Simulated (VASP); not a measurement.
Input of a VASP 6.6.1 run:

Contents of INCAR:

```
SYSTEM = SnO2
  ALGO = Normal
  EDIFF = 1E-7
  ENCUT = 520
  ISIF = 2
  ISMEAR = 0
  LASPH = .TRUE.
  LCHARG = .FALSE.
  LREAL = .FALSE.
  LWAVE = .FALSE.
  NBANDS = 64
  NELM = 80
  PREC = Accurate
  SIGMA = 0.02
```

Contents of KPOINTS:

```
k-points
0
G
  6 6 6
  0 0 0
```

POSCAR

```
SnO2
1.0
   -3.1585197636      3.3058300332      3.3058303825
    3.1585197636     -3.3058300332      3.3058303825
    3.2118918589      3.3568238278     -3.3058303825
Sn O
4 8
Direct
    0.9999415050      0.2499415050      0.7500000000
    0.0000584950      0.7500584950      0.2500000000
    0.5000000000      0.5000000000      0.5000000000
    0.5000000000      0.0000000000      0.0000000000
    0.1939319175      0.1939750961      0.5000431786
    0.6939902432      0.7500585510      0.9439316923
    0.1939319175      0.6938887390      0.9999568214
    0.3061268587      0.7500585510      0.5560683077
    0.6938731413      0.2499414490      0.4439316923
    0.3060097567      0.2499414490      0.0560683077
    0.8060680825      0.3061112611      0.0000431786
    0.8060680825      0.8060249039      0.4999568214
```

Potentials or basis: VASP PAW LDA potentials, release 64 (Sn_d, O).

Command:

```bash
$ cat potpaw_LDA.64/Sn_d/POTCAR potpaw_LDA.64/O/POTCAR > POTCAR
$ mpirun -np 1 vasp_std > vasp.out
```

What does it give for the band gap on the k mesh?

1.35 eV.

Estimate the largest force.

0.165 eV/Å.

Forces on the atoms (eV/Å):
```
Sn   0.000  0.000  0.001
Sn   0.000  0.000 -0.001
Sn   0.000  0.000  0.000
Sn   0.000  0.000  0.000
O    0.000  0.000  0.012
O   -0.140  0.086  0.000
O    0.000  0.000  0.012
O    0.140 -0.086  0.000
O   -0.140  0.086  0.000
O    0.140 -0.086  0.000
O    0.000  0.000 -0.012
O    0.000  0.000 -0.012
```

Caveat: the cell differs from its parent crystal (biaxial strain in the a-b plane: -1.0 %); spin-orbit coupling is left out, which moves the levels of the heavy elements.
